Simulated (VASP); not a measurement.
Se: single point with PBE

The system is Se.

```xyz
8
Lattice="2.8611 1.6519 4.5214 -2.8611 1.6519 4.5214 0.0000 -3.3037 4.5214" Properties=species:S:1:pos:R:3 pbc="T T T"
Se    0.0000    0.0000    6.7822
Se    0.0000    0.0000    0.0000
Se    0.6943    1.2025    3.3911
Se   -1.3885    0.0000    3.3911
Se    0.6943   -1.2025    3.3911
Se   -0.6943   -1.2025   10.1733
Se    1.3885    0.0000   10.1733
Se   -0.6943    1.2025   10.1733
```

The cell was built from a structure type or drawn by symmetry, and may not be a known phase.

```
Program             : VASP 6.6.1
Task                : single point
Functional          : PBE
Potentials or basis : VASP PAW PBE potentials, release 64 (Se)
Cutoff              : 520 eV
k mesh              : 6 × 6 × 6
Occupations         : gaussian, width 0.1 eV
Spin                : no spin polarisation
```

```json
{
 "Pressure": "53.0 GPa",
 "Largest force": "0.958 eV/Å",
 "Band gap on the k mesh": "zero (bands 24 and 25 overlap by 1.26 eV)"
}
```

Forces in eV/Å, atoms in the order of the input:
```
Se   0.000  0.000  0.000
Se   0.000  0.000  0.000
Se   0.479  0.829  0.000
Se  -0.958  0.000  0.000
Se   0.479 -0.829  0.000
Se  -0.479 -0.829  0.000
Se   0.958  0.000  0.000
Se  -0.479  0.829  0.000
```

Stress tensor (GPa, compression positive):
```
61.12  0.00  0.00
 0.00 61.12  0.00
 0.00  0.00 36.88
```

Levels at points of the mesh, in eV from the Fermi level:
| k point | band 21 | band 22 | band 23 | band 24 | band 25 | band 26 | band 27 | band 28 |
| --- | --- | --- | --- | --- | --- | --- | --- | --- |
| (0.00, 0.00, 0.00) | -0.54 | -0.33 | 0.30 | 0.30 | 1.51 | 1.51 | 1.93 | 2.08 |
| (0.50, 0.00, 0.00) | -1.85 | -1.85 | -1.23 | -1.23 | 0.92 | 0.92 | 1.35 | 1.35 |
| (0.50, 0.50, 0.00) | -3.67 | -0.43 | -0.20 | -0.18 | 0.48 | 0.60 | 0.60 | 1.21 |
| (0.50, 0.50, 0.50) | -2.08 | -2.08 | -0.40 | -0.40 | -0.40 | -0.40 | 1.73 | 1.73 |

It took 65 s on 1 thread of Intel(R) Xeon(R) 6975P-C (Granite Rapids), on a shared host, peak memory 0.3 GiB.

Caveat: the cell stands under pressure.
